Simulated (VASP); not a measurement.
# Mg3BiSb (P3m1) in VASP: single point with PBE

Aim: the single point of Mg3BiSb with PBE.

Everything below comes from runs of VASP 6.6.1. Logs are shortened: lines on timing, memory, paths and dates and some standing lists are left out, and cuts for length are marked.

## Step 1: The cell of the first run

Symmetry: P3m1, No. 156, trigonal system. Conventional cell: a = 4.616 Å, b = 4.616 Å, c = 7.322 Å, α = 90.00°, β = 90.00°, γ = 120.00°. Mg (site symmetry 3m) has 3 Sb at 3.13 Å and 3 Bi at 3.15 Å and 6 Mg at 3.75 to 3.84 Å within 4.1 Å. Mg (site symmetry 3m) has 3 Sb at 2.85 Å and 1 Bi at 3.01 Å and 3 Mg at 3.29 Å within 3.7 Å. Within 3.8 Å of Mg (site symmetry 3m) lie 3 Bi at 2.88 Å and 1 Sb at 2.92 Å and 3 Mg at 3.29 Å. Sb (site symmetry 3m) has 7 Mg at 2.85 to 3.13 Å within 3.7 Å. Within 3.8 Å of Bi (site symmetry 3m) lie 7 Mg at 2.88 to 3.15 Å.

## Step 2: Single point, PBE

Contents of INCAR:

```
PREC = Accurate ; ENCUT = 520
EDIFF = 1E-6 ; ISMEAR = -1
SIGMA = 0.02 ; LREAL = False
LASPH = True ; NELM = 80
ALGO = Normal ; ISIF = 2
LWAVE = False ; LCHARG = True
GGA = PE ; LELF = True
LVHAR = True ; NBANDS = 21
```

Contents of KPOINTS:

```
Automatic mesh
0
Gamma
  6 6 4
```

Contents of POSCAR:

```
Mg3BiSb
1.0
    4.6161112644      0.0000000000      0.0000000000
   -2.3080556322      3.9976696216      0.0000000000
    0.0000000000      0.0000000000      7.3220464635
Mg Sb Bi
3 1 1
Direct
    0.0000000000      0.0000000000      0.0049908389
    0.3333333333      0.6666666667      0.3643664169
    0.6666666667      0.3333333333      0.6270938860
    0.6666666667      0.3333333333      0.2280596356
    0.3333333333      0.6666666667      0.7754892228
```

Potentials or basis: VASP PAW PBE potentials, release 64 (Mg, Sb, Bi_d).

Started as:

```bash
$ cat potpaw_PBE.64/Mg/POTCAR potpaw_PBE.64/Sb/POTCAR potpaw_PBE.64/Bi_d/POTCAR > POTCAR
$ mpirun -np 1 vasp_std > vasp.out
```

OUTCAR:

```text
PREC = Accurate
   ENCUT = 520
   EDIFF = 1E-6
   ISMEAR = -1
   LREAL = False
   LASPH = True
   NELM = 80
   ISIF = 2
   GGA = PE

 ion  position               nearest neighbor table
   1  0.000  0.000  0.005-   4 3.13   4 3.13   4 3.13   5 3.15   5 3.15   5 3.15
   2  0.333  0.667  0.364-   4 2.85   4 2.85   4 2.85   5 3.01   3 3.29   3 3.29   3 3.29
   3  0.667  0.333  0.627-   5 2.88   5 2.88   5 2.88   4 2.92   2 3.29   2 3.29   2 3.29
   4  0.667  0.333  0.228-   2 2.85   2 2.85   2 2.85   3 2.92   1 3.13   1 3.13   1 3.13
   5  0.333  0.667  0.775-   3 2.88   3 2.88   3 2.88   2 3.01   1 3.15   1 3.15   1 3.15

  LATTYP: Found a hexagonal cell.
 ALAT       =     4.6161112644
 C/A-ratio  =     1.5861936691

  Lattice vectors:

 A1 = (   4.6161112644,   0.0000000000,   0.0000000000)
 A2 = (  -2.3080556322,   3.9976696216,   0.0000000000)
 A3 = (   0.0000000000,   0.0000000000,   7.3220464635)

Analysis of symmetry for initial positions (statically):
=====================================================================
 Subroutine PRICEL returns:
 Original cell was already a primitive cell.

 Routine SETGRP: Setting up the symmetry group for a
 hexagonal supercell.

 Subroutine GETGRP returns: Found  6 space group operations
 (whereof  6 operations were pure point group operations)
 out of a pool of 24 trial point group operations.

The static configuration has the point symmetry C_3v.

Analysis of symmetry for dynamics (positions and initial velocities):
=====================================================================
 Subroutine PRICEL returns:
 Original cell was already a primitive cell.

 Routine SETGRP: Setting up the symmetry group for a
 hexagonal supercell.

 Subroutine GETGRP returns: Found  6 space group operations
 (whereof  6 operations were pure point group operations)
 out of a pool of 24 trial point group operations.

The dynamic configuration has the point symmetry C_3v.

 Subroutine INISYM returns: Found  6 space group operations
 (whereof  6 operations are pure point group operations),
 and found     1 'primitive' translations

----------------------------------------------------------------------------------------

                                     Primitive cell

  volume of cell :     135.1188

  direct lattice vectors                    reciprocal lattice vectors
     4.616111264  0.000000000  0.000000000     0.216632560  0.125072867  0.000000000
    -2.308055632  3.997669622  0.000000000     0.000000000  0.250145734  0.000000000
     0.000000000  0.000000000  7.322046464     0.000000000  0.000000000  0.136573840

  length of vectors
     4.616111264  4.616111264  7.322046464     0.250145734  0.250145734  0.136573840

  position of ions in fractional coordinates (direct lattice)
     0.000000000  0.000000000  0.004990839
     0.333333333  0.666666667  0.364366417
     0.666666667  0.333333333  0.627093886
     0.666666667  0.333333333  0.228059636
     0.333333333  0.666666667  0.775489223

  ion indices of the primitive-cell ions
   primitive index   ion index
                 1           1
                 2           2
                 3           3
                 4           4
                 5           5

----------------------------------------------------------------------------------------

 KPOINTS: Automatic mesh

Automatic generation of k-mesh.
 Grid dimensions read from file:
 generate k-points for:    6    6    4

 Generating k-lattice:

  Cartesian coordinates                     Fractional coordinates (reciprocal lattice)
     0.036105427  0.020845478  0.000000000     0.166666667 -0.000000000  0.000000000
     0.000000000  0.041690956  0.000000000     0.000000000  0.166666667  0.000000000
     0.000000000  0.000000000  0.034143460     0.000000000  0.000000000  0.250000000

  Length of vectors
     0.041690956  0.041690956  0.034143460

  Shift w.r.t. Gamma in fractional coordinates (k-lattice)
     0.000000000  0.000000000  0.000000000

 Subroutine IBZKPT returns following result:
 ===========================================

 Found     24 irreducible k-points:

 Following reciprocal coordinates:
            Coordinates               Weight
  0.000000  0.000000  0.000000      1.000000
  0.166667  0.000000  0.000000      6.000000
  0.333333  0.000000  0.000000      6.000000
  0.500000  0.000000  0.000000      3.000000
  0.166667  0.166667  0.000000      6.000000
  0.333333  0.166667  0.000000     12.000000
[... 16 lines left out ...]
  0.333333  0.166667  0.500000     12.000000
  0.333333  0.333333  0.500000      2.000000
   k-points           NKPTS =     24   k-points in BZ     NKDIM =     24   number of bands    NBANDS=     21
   number of dos      NEDOS =    301   number of ions     NIONS =      5
   total plane-waves  NPLWV =  69984
   dimension x,y,z NGX =    36 NGY =   36 NGZ =   54
   dimension x,y,z NGXF=    72 NGYF=   72 NGZF=  108
   ions per type =               3   1   1
   NGX,Y,Z   is equivalent  to a cutoff of  12.97, 12.97, 12.26 a.u.
   NGXF,Y,Z  is equivalent  to a cutoff of  25.93, 25.93, 24.52 a.u.
 SYSTEM =  unknown system
   PREC   = accura    normal or accurate (medium, high low for compatibility)
   ISTART =      0    job   : 0-new  1-cont  2-samecut
   ICHARG =      2    charge: 1-file 2-atom 10-const
   ISPIN  =      1    spin polarized calculation?
   LNONCOLLINEAR =      F non collinear calculations
   LSORBIT =      F    spin-orbit coupling
   LASPH  =      T    aspherical Exc in radial PAW
   ENCUT  =  520.0 eV  38.22 Ry    6.18 a.u.   8.58  8.58 13.61*2*pi/ulx,y,z
   NELM   =     80;   NELMIN=  2; NELMDL= -5     # of ELM steps
   EDIFF  = 0.1E-05   stopping-criterion for ELM
   LREAL  =      F    real-space projection
   EDIFFG = 0.1E-04   stopping-criterion for IOM
   NSW    =      0    number of steps for IOM
   IBRION =     -1    ionic relax: 0-MD 1-quasi-New 2-CG
   NFREE  =      0    steps in history (QN), initial steepest desc. (CG)
   ISIF   =      2    stress and relaxation
   ISYM   =      2    0-nonsym 1-usesym 2-fastsym
   POTIM  = 0.5000    time-step for ionic-motion
   TEBEG  =    0.0;   TEEND  =   0.0 temperature during run
   PSTRESS=    0.0 pullay stress
   NELECT =      26.0000    total number of electrons
   NUPDOWN=      -1.0000    fix difference up-down
   EMIN   =  10.00;   EMAX   =-10.00  energy-range for DOS
   EFERMI =   0.00;   METHOD = LEGACY
   ISMEAR =    -1;   SIGMA  =   0.02  broadening in eV -4-tet -1-fermi 0-gaus
   EFERMI_NEDOS =   21; number of points for ismear=-14 and -15
   IALGO  =     38    algorithm
   IMIX   =      4    mixing-type and parameters
     AMIX     =   0.40;   BMIX     =  1.00
     AMIX_MAG =   1.60;   BMIX_MAG =  1.00
  volume/ion in A,a.u.               =      27.02       182.37
  Fermi-wavevector in a.u.,A,eV,Ry     =   0.945135  1.786047 12.153827  0.893281
  Thomas-Fermi vector in A             =   2.073008
   LORBIT       =      0    0 simple, 1 ext, 2 COOP (PROOUT), +10 PAW based schemes
   GGA     = PE    functional components
   LHFCALC =     F    Hartree Fock is set to
   AEXX    =    0.0000 exact exchange contribution
   IVDW    =     0    specifies the selected vdW correction
   LEPSILON=     F    determine dielectric tensor
   LRPA    =     F    only Hartree local field effects (RPA)
 non-spin polarized calculation
  energy-cutoff  :      520.00
  volume of cell :      135.12
 maximum number of plane-waves:      3669
 NGX is ok and might be reduce to    36
   NGX = 17   NGY = 17   NGZ = 27

 number of electron      25.9999999 magnetization

 Free energy of the ion-electron system (eV)
  ---------------------------------------------------
  ext. energy  EPLUGINS =         0.00000000
  ---------------------------------------------------
  free energy    TOTEN  =       -13.98424394 eV

  energy without entropy =      -13.98417078  energy(sigma->0) =      -13.98420736

 E-fermi :   4.5979     XC(G=0):  -8.8483

 val. band max:        4.5216567759   @ k =   0.0000   0.0000   0.0000
 cond. band min:       4.7199259219   @ k =   0.5000   0.0000   0.2500
 fundamental gap:      0.1982691459
 Fermi energy:         4.5979418889

 k-point     1 :       0.0000    0.0000    0.0000
  band No.  band energies     occupation
      1     -17.5683      2.00000
      2     -17.5683      2.00000
      3     -17.5563      2.00000
      4     -17.5289      2.00000
      5     -17.5289      2.00000
      6      -6.6581      2.00000
[... 13 lines left out ...]
     20       8.6288      0.00000
     21       9.2467      0.00000

 k-point     2 :       0.1667    0.0000    0.0000
  band No.  band energies     occupation
      1     -17.5689      2.00000
      2     -17.5672      2.00000
      3     -17.5550      2.00000
      4     -17.5292      2.00000
      5     -17.5277      2.00000
      6      -6.5158      2.00000
[... 13 lines left out ...]
     20       8.5770      0.00000
     21       9.0452      0.00000

 k-point     3 :       0.3333    0.0000    0.0000
  band No.  band energies     occupation
      1     -17.5704      2.00000
      2     -17.5655      2.00000
      3     -17.5525      2.00000
      4     -17.5297      2.00000
      5     -17.5252      2.00000
      6      -6.1833      2.00000
[... 13 lines left out ...]
     20       9.8931      0.00000
     21      10.0186      0.00000
[... 457 lines left out ...]
 k-point    23 :       0.3333    0.1667    0.5000
  band No.  band energies     occupation
      1     -17.5699      2.00000
      2     -17.5657      2.00000
      3     -17.5512      2.00000
      4     -17.5291      2.00000
      5     -17.5249      2.00000
      6      -5.9620      2.00000
[... 13 lines left out ...]
     20       9.9097      0.00000
     21      10.2679      0.00000

 k-point    24 :       0.3333    0.3333    0.5000
  band No.  band energies     occupation
      1     -17.5679      2.00000
      2     -17.5674      2.00000
      3     -17.5506      2.00000
      4     -17.5270      2.00000
      5     -17.5267      2.00000
      6      -5.8772      2.00000
[... 13 lines left out ...]
     20       9.7360      0.00000
     21      10.1152      0.00000

------------------------ aborting loop because EDIFF is reached ----------------------------------------

  FORCE on cell =-STRESS in cart. coord.  units (eV):
  Direction    XX          YY          ZZ          XY          YZ          ZX
  --------------------------------------------------------------------------------------
  -------------------------------------------------------------------------------------
  Total        0.8471387      0.8471387      0.6511452      0.0000000      0.0000000      0.0000000
  in kB       10.0449883     10.0449883      7.7209865      0.0000000      0.0000000      0.0000000
  external PRESSURE =       9.2703210 kB  Pullay stress =       0.0000000 kB

 VOLUME and BASIS-vectors are now :
 -----------------------------------------------------------------------------
  energy-cutoff  :      520.00
  volume of cell :      135.12
      direct lattice vectors                 reciprocal lattice vectors
     4.616111264  0.000000000  0.000000000     0.216632560  0.125072867  0.000000000
    -2.308055632  3.997669622  0.000000000     0.000000000  0.250145734  0.000000000
     0.000000000  0.000000000  7.322046464     0.000000000  0.000000000  0.136573840

 POSITION                                       TOTAL-FORCE (eV/Angst)
 -----------------------------------------------------------------------------------
      0.00000      0.00000      0.03654        -0.000000      0.000000      0.009915
     -0.00000      2.66511      2.66791         0.000000     -0.000000      0.025893
      2.30806      1.33256      4.59161        -0.000000      0.000000     -0.044321
      2.30806      1.33256      1.66986         0.000000     -0.000000     -0.170048
     -0.00000      2.66511      5.67817        -0.000000      0.000000      0.178562
 -----------------------------------------------------------------------------------
    total drift:                                0.000000      0.000000      0.000050

  FREE ENERGIE OF THE ION-ELECTRON SYSTEM (eV)
  ---------------------------------------------------
  free  energy   TOTEN  =       -13.9842439355 eV

  energy  without entropy=      -13.9841707762  energy(sigma->0) =      -13.98420736
```

Run time: 69 s. Hardware: 1 thread of AMD EPYC 7R43 (Zen 3), shared host; peak memory 0.25 GiB.

What came out:

- Free energy: -13.9842 eV
- Pressure: 0.9 GPa
- Largest force: 0.179 eV/Å
- Band gap on the k mesh: 0.20 eV, indirect (least direct gap 0.44 eV)

Forces on the atoms (eV/Å):
```
Mg   0.000  0.000  0.010
Mg   0.000  0.000  0.026
Mg   0.000  0.000 -0.044
Sb   0.000  0.000 -0.170
Bi   0.000  0.000  0.179
```

Caveat: spin-orbit coupling is left out, which moves the levels of the heavy elements.
